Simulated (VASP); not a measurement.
# Pd (Fm-3m) in VASP: further runs

The runs below take Pd through single point, relaxation of cell and atoms, with PBEsol.

Everything below comes from runs of VASP 6.6.1. Logs are shortened: lines on timing, memory, paths and dates and some standing lists are left out, and cuts for length are marked.

## Step 1: The cell of the first run

Symmetry: Fm-3m, No. 225, cubic system. Conventional cell: a = 3.875 Å, b = 3.875 Å, c = 3.875 Å, α = 90.00°, β = 90.00°, γ = 90.00°. Within 3.6 Å of Pd (site symmetry m-3m) lie 12 Pd at 2.74 Å.

## Step 2: Single point, PBEsol

File INCAR:

```
PREC = Accurate
ENCUT = 520
EDIFF = 1E-7
ISMEAR = 0
SIGMA = 0.1
LREAL = F
LASPH = T
NELM = 60
ALGO = Normal
ISIF = 2
LWAVE = F
LCHARG = T
GGA = PS
LELF = T
LVHAR = T
NBANDS = 11
```

File KPOINTS:

```
Automatic mesh
0
Gamma
  18 18 18
```

File POSCAR:

```
Pd
1.0
    0.0000000000      1.9375230855      1.9375230855
    1.9375230855      0.0000000000      1.9375230855
    1.9375230855      1.9375230855      0.0000000000
Pd
1
Direct
    0.0000000000      0.0000000000      0.0000000000
```

Potentials or basis: VASP PAW PBE potentials, release 64 (Pd).

Launch:

```sh
cat potpaw_PBE.64/Pd/POTCAR > POTCAR
mpirun -np 1 vasp_std > vasp.out
```

OUTCAR:

```text
PREC = Accurate
   ENCUT = 520
   EDIFF = 1E-7
   ISMEAR = 0
   LREAL = F
   LASPH = T
   NELM = 60
   ISIF = 2
   GGA = PS

 ion  position               nearest neighbor table
   1  0.000  0.000  0.000-

  LATTYP: Found a face centered cubic cell.
 ALAT       =     3.8750461710

  Lattice vectors:

 A1 = (   0.0000000000,   1.9375230855,   1.9375230855)
 A2 = (   1.9375230855,   0.0000000000,   1.9375230855)
 A3 = (   1.9375230855,   1.9375230855,   0.0000000000)

Analysis of symmetry for initial positions (statically):
=====================================================================
 Subroutine PRICEL returns:
 Original cell was already a primitive cell.

 Routine SETGRP: Setting up the symmetry group for a
 face centered cubic supercell.

 Subroutine GETGRP returns: Found 48 space group operations
 (whereof 48 operations were pure point group operations)
 out of a pool of 48 trial point group operations.

The static configuration has the point symmetry O_h .

Analysis of symmetry for dynamics (positions and initial velocities):
=====================================================================
 Subroutine PRICEL returns:
 Original cell was already a primitive cell.

 Routine SETGRP: Setting up the symmetry group for a
 face centered cubic supercell.

 Subroutine GETGRP returns: Found 48 space group operations
 (whereof 48 operations were pure point group operations)
 out of a pool of 48 trial point group operations.

The dynamic configuration has the point symmetry O_h .

 Subroutine INISYM returns: Found 48 space group operations
 (whereof 48 operations are pure point group operations),
 and found     1 'primitive' translations

----------------------------------------------------------------------------------------

                                     Primitive cell

  volume of cell :      14.5469

  direct lattice vectors                    reciprocal lattice vectors
     0.000000000  1.937523086  1.937523086    -0.258061441  0.258061441  0.258061441
     1.937523086  0.000000000  1.937523086     0.258061441 -0.258061441  0.258061441
     1.937523086  1.937523086  0.000000000     0.258061441  0.258061441 -0.258061441

  length of vectors
     2.740071425  2.740071425  2.740071425     0.446975528  0.446975528  0.446975528

  position of ions in fractional coordinates (direct lattice)
     0.000000000  0.000000000  0.000000000

  ion indices of the primitive-cell ions
   primitive index   ion index
                 1           1

----------------------------------------------------------------------------------------

 KPOINTS: Automatic mesh

Automatic generation of k-mesh.
 Grid dimensions read from file:
 generate k-points for:   18   18   18

 Generating k-lattice:

  Cartesian coordinates                     Fractional coordinates (reciprocal lattice)
    -0.014336747  0.014336747  0.014336747     0.055555556  0.000000000  0.000000000
     0.014336747 -0.014336747  0.014336747     0.000000000  0.055555556  0.000000000
     0.014336747  0.014336747 -0.014336747     0.000000000  0.000000000  0.055555556

  Length of vectors
     0.024831974  0.024831974  0.024831974

  Shift w.r.t. Gamma in fractional coordinates (k-lattice)
     0.000000000  0.000000000  0.000000000

 Subroutine IBZKPT returns following result:
 ===========================================

 Found    195 irreducible k-points:

 Following reciprocal coordinates:
            Coordinates               Weight
  0.000000  0.000000  0.000000      1.000000
  0.055556  0.000000  0.000000      8.000000
  0.111111  0.000000  0.000000      8.000000
  0.166667  0.000000  0.000000      8.000000
  0.222222  0.000000  0.000000      8.000000
  0.277778  0.000000  0.000000      8.000000
[... 16 lines left out ...]
 -0.277778  0.055556  0.000000     24.000000
 -0.222222  0.055556  0.000000     24.000000
 [... further k-points ...]
   k-points           NKPTS =    195   k-points in BZ     NKDIM =    195   number of bands    NBANDS=     11
   number of dos      NEDOS =    301   number of ions     NIONS =      1
   total plane-waves  NPLWV =   8000
   dimension x,y,z NGX =    20 NGY =   20 NGZ =   20
   dimension x,y,z NGXF=    40 NGYF=   40 NGZF=   40
   ions per type =               1
   NGX,Y,Z   is equivalent  to a cutoff of  12.13, 12.13, 12.13 a.u.
   NGXF,Y,Z  is equivalent  to a cutoff of  24.27, 24.27, 24.27 a.u.
 SYSTEM =  unknown system
   PREC   = accura    normal or accurate (medium, high low for compatibility)
   ISTART =      0    job   : 0-new  1-cont  2-samecut
   ICHARG =      2    charge: 1-file 2-atom 10-const
   ISPIN  =      1    spin polarized calculation?
   LNONCOLLINEAR =      F non collinear calculations
   LSORBIT =      F    spin-orbit coupling
   LASPH  =      T    aspherical Exc in radial PAW
   ENCUT  =  520.0 eV  38.22 Ry    6.18 a.u.   5.09  5.09  5.09*2*pi/ulx,y,z
   NELM   =     60;   NELMIN=  2; NELMDL= -5     # of ELM steps
   EDIFF  = 0.1E-06   stopping-criterion for ELM
   LREAL  =      F    real-space projection
   EDIFFG = 0.1E-05   stopping-criterion for IOM
   NSW    =      0    number of steps for IOM
   IBRION =     -1    ionic relax: 0-MD 1-quasi-New 2-CG
   NFREE  =      0    steps in history (QN), initial steepest desc. (CG)
   ISIF   =      2    stress and relaxation
   ISYM   =      2    0-nonsym 1-usesym 2-fastsym
   POTIM  = 0.5000    time-step for ionic-motion
   TEBEG  =    0.0;   TEEND  =   0.0 temperature during run
   PSTRESS=    0.0 pullay stress
   NELECT =      10.0000    total number of electrons
   NUPDOWN=      -1.0000    fix difference up-down
   EMIN   =  10.00;   EMAX   =-10.00  energy-range for DOS
   EFERMI =   0.00;   METHOD = LEGACY
   ISMEAR =     0;   SIGMA  =   0.10  broadening in eV -4-tet -1-fermi 0-gaus
   EFERMI_NEDOS =   21; number of points for ismear=-14 and -15
   IALGO  =     38    algorithm
   IMIX   =      4    mixing-type and parameters
     AMIX     =   0.40;   BMIX     =  1.00
     AMIX_MAG =   1.60;   BMIX_MAG =  1.00
  volume/ion in A,a.u.               =      14.55        98.17
  Fermi-wavevector in a.u.,A,eV,Ry     =   1.444834  2.730340 28.402777  2.087545
  Thomas-Fermi vector in A             =   2.563084
   LORBIT       =      0    0 simple, 1 ext, 2 COOP (PROOUT), +10 PAW based schemes
   GGA     = PS    functional components
   LHFCALC =     F    Hartree Fock is set to
   AEXX    =    0.0000 exact exchange contribution
   IVDW    =     0    specifies the selected vdW correction
   LEPSILON=     F    determine dielectric tensor
   LRPA    =     F    only Hartree local field effects (RPA)
 non-spin polarized calculation
 Gauss-broadening in eV      SIGMA  =   0.10
  energy-cutoff  :      520.00
  volume of cell :       14.55
 maximum number of plane-waves:       403
   NGX = 11   NGY = 11   NGZ = 11

 number of electron      10.0000002 magnetization

 Free energy of the ion-electron system (eV)
  ---------------------------------------------------
  ext. energy  EPLUGINS =         0.00000000
  ---------------------------------------------------
  free energy    TOTEN  =        -5.96953404 eV

  energy without entropy =       -5.95803130  energy(sigma->0) =       -5.96378267

 E-fermi :   9.8597     XC(G=0): -13.4666

 val. band max:        9.8584351347   @ k =  -0.4444   0.3889   0.1111
 cond. band min:       9.8602793203   @ k =   0.5000   0.1111   0.0000
 fundamental gap:      0.0018441856
 Fermi energy:         9.8596670098

 k-point     1 :       0.0000    0.0000    0.0000
  band No.  band energies     occupation
      1       2.5080      2.00000
      2       6.9380      2.00000
      3       6.9380      2.00000
      4       6.9380      2.00000
      5       8.6085      2.00000
      6       8.6085      2.00000
      7      26.9890      0.00000
      8      31.8391      0.00000
      9      31.8391      0.00000
     10      31.8391      0.00000
     11      35.9039      0.00000

 k-point     2 :       0.0556    0.0000    0.0000
  band No.  band energies     occupation
      1       2.6219      2.00000
      2       6.8962      2.00000
      3       6.9783      2.00000
      4       6.9783      2.00000
      5       8.5887      2.00000
      6       8.5887      2.00000
      7      27.1151      0.00000
      8      31.0771      0.00000
      9      31.9733      0.00000
     10      31.9733      0.00000
     11      35.9494      0.00000

 k-point     3 :       0.1111    0.0000    0.0000
  band No.  band energies     occupation
      1       2.9511      2.00000
      2       6.7915      2.00000
      3       7.0836      2.00000
      4       7.0836      2.00000
      5       8.5469      2.00000
      6       8.5469      2.00000
      7      27.4034      0.00000
      8      29.5334      0.00000
      9      32.3550      0.00000
     10      32.3550      0.00000
     11      35.9776      0.00000

 k-point     4 :       0.1667    0.0000    0.0000
  band No.  band energies     occupation
      1       3.4482      2.00000
      2       6.6919      2.00000
      3       7.2019      2.00000
      4       7.2019      2.00000
      5       8.5396      2.00000
      6       8.5396      2.00000
      7      27.1439      0.00000
      8      28.3268      0.00000
      9      32.9129      0.00000
     10      32.9129      0.00000
     11      36.0195      0.00000

 k-point     5 :       0.2222    0.0000    0.0000
  band No.  band energies     occupation
      1       3.9952      2.00000
      2       6.7374      2.00000
      3       7.2540      2.00000
      4       7.2540      2.00000
      5       8.6477      2.00000
      6       8.6477      2.00000
      7      25.4253      0.00000
      8      28.2001      0.00000
      9      33.4681      0.00000
     10      33.4681      0.00000
     11      35.6177      0.00000
[... 211 lines left out ...]
 k-point    21 :      -0.3889    0.0556    0.0000
  band No.  band energies     occupation
      1       4.5405      2.00000
      2       6.9216      2.00000
      3       7.0179      2.00000
      4       8.8370      2.00000
      5       9.4852      2.00000
      6      10.5132      0.00000
      7      18.8925      0.00000
      8      26.7215      0.00000
      9      30.5560      0.00000
     10      31.9281      0.00000
     11      35.9537      0.00000

 k-point    22 :      -0.3333    0.0556    0.0000
  band No.  band energies     occupation
      1       4.5890      2.00000
      2       7.0284      2.00000
      3       7.1141      2.00000
      4       8.0574      2.00000
      5       9.1402      2.00000
      6       9.8716      0.86555
      7      20.7526      0.00000
      8      27.1525      0.00000
      9      31.0479      0.00000
     10      33.1329      0.00000
     11      35.8732      0.00000

 k-point    23 :      -0.2778    0.0556    0.0000
  band No.  band energies     occupation
      1       4.5410      2.00000
      2       7.0819      2.00000
      3       7.2287      2.00000
      4       7.2948      2.00000
      5       8.7743      2.00000
      6       9.3922      2.00000
      7      22.7912      0.00000
      8      27.6726      0.00000
      9      31.6965      0.00000
     10      34.6240      0.00000
     11      35.0449      0.00000

 k-point    24 :      -0.2222    0.0556    0.0000
  band No.  band energies     occupation
      1       4.2471      2.00000
      2       6.6957      2.00000
      3       7.2719      2.00000
      4       7.3087      2.00000
      5       8.4795      2.00000
      6       9.0195      2.00000
      7      24.8340      0.00000
      8      28.0882      0.00000
      9      32.1518      0.00000
     10      34.4917      0.00000
     11      34.9222      0.00000

 [... further k-points ...]

------------------------ aborting loop because EDIFF is reached ----------------------------------------

  FORCE on cell =-STRESS in cart. coord.  units (eV):
  Direction    XX          YY          ZZ          XY          YZ          ZX
  --------------------------------------------------------------------------------------
  -------------------------------------------------------------------------------------
  Total       -0.0317683     -0.0317683     -0.0317683      0.0000000      0.0000000     -0.0000000
  in kB       -3.4989160     -3.4989160     -3.4989160      0.0000000      0.0000000     -0.0000000
  external PRESSURE =      -3.4989160 kB  Pullay stress =       0.0000000 kB

 VOLUME and BASIS-vectors are now :
 -----------------------------------------------------------------------------
  energy-cutoff  :      520.00
  volume of cell :       14.55
      direct lattice vectors                 reciprocal lattice vectors
     0.000000000  1.937523086  1.937523086    -0.258061441  0.258061441  0.258061441
     1.937523086  0.000000000  1.937523086     0.258061441 -0.258061441  0.258061441
     1.937523086  1.937523086  0.000000000     0.258061441  0.258061441 -0.258061441

 POSITION                                       TOTAL-FORCE (eV/Angst)
 -----------------------------------------------------------------------------------
      0.00000      0.00000      0.00000        -0.000000     -0.000000      0.000000
 -----------------------------------------------------------------------------------
    total drift:                                0.000000      0.000000      0.000000

  FREE ENERGIE OF THE ION-ELECTRON SYSTEM (eV)
  ---------------------------------------------------
  free  energy   TOTEN  =        -5.9695340438 eV

  energy  without entropy=       -5.9580313026  energy(sigma->0) =       -5.96378267
```

Wall time 28 s (1 thread of Intel Xeon 8259CL, shared host); peak memory 0.15 GiB.

Results:

```
Free energy            : -5.9695 eV
Pressure               : -0.3 GPa
Band gap on the k mesh : zero (bands 5 and 6 overlap by 1.62 eV)
```

Caveat: the PAW data sets were made with another functional, which shifts forces and pressure a little.

## Step 3: Relaxation of cell and atoms, PBEsol

This run uses another cell than the first one, of 15.03 Å³/atom.

File INCAR:

```
  PREC = Accurate
  ENCUT = 600
  EDIFF = 1E-6
  ISMEAR = 0
  SIGMA = 0.1
  LREAL = F
  LASPH = T
  NELM = 100
  ALGO = Normal
  ISIF = 3
  LWAVE = F
  LCHARG = F
  GGA = PS
  IBRION = 2
  NSW = 100
  EDIFFG = -0.005
```

File KPOINTS:

```
regular mesh
0
Gamma
  18 18 18
```

File POSCAR:

```
Pd
1.0
    0.0000000000      1.9586507875      1.9586507875
    1.9586507875      0.0000000000      1.9586507875
    1.9586507875      1.9586507875      0.0000000000
Pd
1
Direct
    0.0000000000      0.0000000000      0.0000000000
```

Potentials or basis: VASP PAW PBE potentials, release 64 (Pd).

Launch:

```sh
cat potpaw_PBE.64/Pd/POTCAR > POTCAR
mpirun -np 1 vasp_std > vasp.out
```

OUTCAR:

```text
PREC = Accurate
   ENCUT = 600
   EDIFF = 1E-6
   ISMEAR = 0
   LREAL = F
   LASPH = T
   NELM = 100
   ISIF = 3
   GGA = PS
   IBRION = 2
   NSW = 100
   EDIFFG = -0.005

 ion  position               nearest neighbor table
   1  0.000  0.000  0.000-

  LATTYP: Found a face centered cubic cell.
 ALAT       =     3.9173015750

  Lattice vectors:

 A1 = (   0.0000000000,   1.9586507875,   1.9586507875)
 A2 = (   1.9586507875,   0.0000000000,   1.9586507875)
 A3 = (   1.9586507875,   1.9586507875,   0.0000000000)

Analysis of symmetry for initial positions (statically):
=====================================================================
 Subroutine PRICEL returns:
 Original cell was already a primitive cell.

 Routine SETGRP: Setting up the symmetry group for a
 face centered cubic supercell.

 Subroutine GETGRP returns: Found 48 space group operations
 (whereof 48 operations were pure point group operations)
 out of a pool of 48 trial point group operations.

The static configuration has the point symmetry O_h .

Analysis of symmetry for dynamics (positions and initial velocities):
=====================================================================
 Subroutine PRICEL returns:
[... 166 lines left out ...]
  -------------------------------------------------------------------------------------
  Total       -0.6031346     -0.6031346     -0.6031346      0.0000000     -0.0000000     -0.0000000
  in kB      -64.3019027    -64.3019027    -64.3019027      0.0000000     -0.0000000     -0.0000000
  external PRESSURE =     -64.3019027 kB  Pullay stress =       0.0000000 kB
[... 22 lines left out ...]
--------------------------------------- Ionic step        2  -------------------------------------------

 number of electron      10.0000001 magnetization

 E-fermi :  10.8614     XC(G=0): -13.8188

 val. band max:       10.8551599338   @ k =  -0.3333   0.0556   0.0000
 cond. band min:      10.8620429019   @ k =  -0.4444   0.3889   0.1111
 fundamental gap:      0.0068829681
 Fermi energy:        10.8614322628

 k-point     1 :       0.0000    0.0000    0.0000
  band No.  band energies     occupation
      1       3.0519      2.00000
      2       7.6606      2.00000
      3       7.6606      2.00000
      4       7.6606      2.00000
      5       9.4906      2.00000
      6       9.4906      2.00000
      7      27.9846      0.00000
      8      33.1606      0.00000
      9      33.1606      0.00000
[... 415 lines left out ...]
--------------------------------------- Ionic step        6  -------------------------------------------

 number of electron      10.0000000 magnetization

 Free energy of the ion-electron system (eV)
  ---------------------------------------------------
  ext. energy  EPLUGINS =         0.00000000
  ---------------------------------------------------
  free energy    TOTEN  =        -5.97025559 eV

  energy without entropy =       -5.95878177  energy(sigma->0) =       -5.96451868

 E-fermi :   9.8897     XC(G=0): -13.4775

 val. band max:        9.8885394935   @ k =  -0.4444   0.3889   0.1111
 cond. band min:       9.8904438384   @ k =   0.5000   0.1111   0.0000
 fundamental gap:      0.0019043449
 Fermi energy:         9.8897131044

 k-point     1 :       0.0000    0.0000    0.0000
  band No.  band energies     occupation
      1       2.5241      2.00000
      2       6.9595      2.00000
      3       6.9595      2.00000
      4       6.9595      2.00000
      5       8.6349      2.00000
      6       8.6349      2.00000
      7      27.0199      0.00000
      8      31.8799      0.00000
      9      31.8799      0.00000
[... 304 lines left out ...]
  FREE ENERGIE OF THE ION-ELECTRON SYSTEM (eV)
  ---------------------------------------------------
  free  energy   TOTEN  =        -5.9702555914 eV

  energy  without entropy=       -5.9587817711  energy(sigma->0) =       -5.96451868

 reached required accuracy - stopping structural energy minimisation
```

It took 71 s on 1 thread of Intel Xeon 8259CL, shared host; peak memory 0.17 GiB.

Results:

| Item | Value |
| --- | --- |
| Free energy | -5.9703 eV |
| Relaxed volume | 14.52 Å³/atom |
| Relaxed cell | a = 2.738 Å, b = 2.738 Å, c = 2.738 Å, α = 60.00°, β = 60.00°, γ = 60.00° |
| Space group after relaxing (to 0.1 Å) | Fm-3m (No. 225) |
| Energy gained by relaxing | 10.6 meV/atom |
| Ionic steps | 6 |
| Pressure after relaxing | 0.0 GPa |
| Band gap on the k mesh | zero (bands 5 and 6 overlap by 1.63 eV) |

Step by step:
| step | energy change (eV) | largest force (eV/Å) | pressure (GPa) | volume (Å³) |
| --- | --- | --- | --- | --- |
| 1 | 0.0000 | 0.0000 | -6.43 | 15.03 |
| 2 | 0.0187 | 0.0000 | 12.97 | 13.75 |
| 3 | -0.0106 | 0.0000 | -0.10 | 14.53 |
| 4 | -0.0106 | 0.0000 | 0.06 | 14.52 |
| 5 | -0.0106 | 0.0000 | -0.10 | 14.53 |
| 6 | -0.0106 | 0.0000 | 0.01 | 14.52 |

Final structure:
```
Pd
1.0
     0.00000    1.93639    1.93639
     1.93639    0.00000    1.93639
     1.93639    1.93639    0.00000
Pd
1
Cartesian
  0.0000 0.0000 0.0000
```

Caveat: the PAW data sets were made with another functional, which shifts forces and pressure a little.
